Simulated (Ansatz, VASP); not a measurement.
## Ga2O3: VASP beside Ansatz

```
CELL_PARAMETERS angstrom
2.96282 0.00000 0.00000
-1.48141 2.56588 0.00000
0.00000 0.00000 7.35283
ATOMIC_POSITIONS crystal
Ga 0.33333 0.66667 0.18865
Ga 0.66667 0.33333 0.81135
O 0.00000 0.00000 0.00000
O 0.33333 0.66667 0.71290
O 0.66667 0.33333 0.28710
```

Alike in both runs: task single point; functional PBE; k mesh 9 × 9 × 4; no spin polarisation.

|  | VASP | Ansatz |
| --- | --- | --- |
| version | VASP 6.6.1 | Ansatz 0.2.0 |
| potentials or method | VASP PAW PBE potentials, release 64 (Ga_d, O) | plane waves, PAW |
| plane-wave cutoff (eV) | 520 | 420 |
| occupations | gaussian, width 0.01 eV | fixed |
| valence electrons in the cell | 44 | 44 |

```csv
,VASP,Ansatz,Ansatz less VASP
gap on the k mesh at the Fermi level (eV),3.02,3.04,+0.021
pressure (GPa),12.2,11.4,-0.74
"traceless stress, the component that is largest in VASP (GPa)",-4.22,-3.84,+0.381
rms of the force components (eV/Å),0.263,0.260,-0.0027
```

Atom by atom the forces differ by 0.018 eV/Å (rms over components).
